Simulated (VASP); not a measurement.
Cd, 2 atoms in the cell. Symmetry: P6_3/mmc, No. 194, hexagonal system. Conventional cell: a = 2.929 Å, b = 2.929 Å, c = 5.826 Å, α = 90.00°, β = 90.00°, γ = 120.00°. Cd (site symmetry -6m2) has 12 Cd at 2.93 to 3.37 Å within 3.9 Å. 

| Property | Result |
| --- | --- |
| Program | VASP 6.6.1 |
| Task | single point |
| Functional | PBEsol |
| Potentials or basis | VASP PAW PBE potentials, release 64 (Cd) |
| Cutoff | 520 eV |
| k mesh | 14 × 14 × 6 |
| Occupations | fermi-dirac, width 0.03 eV |
| Spin | no spin polarisation |
| Dipole correction | no |
| Further INCAR settings | ALGO = Normal; EDIFF = 1e-07; NBANDS = 19 |

Potentials or basis: VASP PAW PBE potentials, release 64 (Cd).

Launch:

```bash
$ cat potpaw_PBE.64/Cd/POTCAR > POTCAR
$ mpirun -np 1 vasp_std > vasp.out
```

Hardware: 1 thread of Intel(R) Xeon(R) 6975P-C (Granite Rapids), with other jobs on the host.

Q: Estimate the wall time of this run.

A: It took 26 s on 1 thread of Intel(R) Xeon(R) 6975P-C (Granite Rapids), with other jobs on the host, peak memory 0.2 GiB. Counts: scf iterations 13, k points 96.
